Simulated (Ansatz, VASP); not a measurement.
## AlN: VASP beside Ansatz

```xyz
2
Lattice="0.0000 1.7283 1.7283 1.7283 0.0000 1.7283 1.7283 1.7283 0.0000" Properties=species:S:1:pos:R:3 pbc="T T T"
Al    0.0000    0.0000    0.0000
N     1.7283    1.7283    1.7283
```

Change from the starting cell: volume scaled by 0.64, LAPW.

Alike in both runs: task single point; functional LDA; k mesh 15 × 15 × 15; occupations fermi-dirac, width 0.1 eV; no spin polarisation.

|  | VASP | Ansatz |
| --- | --- | --- |
| version | VASP 6.6.1 | Ansatz 0.2.0 |
| potentials or method | VASP PAW LDA potentials, release 64 (Al, N), cutoff 600 eV | all-electron LAPW, scalar-relativistic |

```tsv
	VASP	Ansatz	Ansatz less VASP
gap on the k mesh at the Fermi level (eV)	3.80	3.87	+0.069
pressure (GPa)	298.6	292.6	-5.99
```

LDA's correlation is that of Perdew and Zunger in VASP and of Perdew and Wang (1992) in Ansatz. Both programs put the cell under a high pressure, so it lies far from rest at this level. Ansatz ran all-electron here, and VASP with PAW potentials.

Noted on VASP's run: the cell as given lies far from equilibrium.
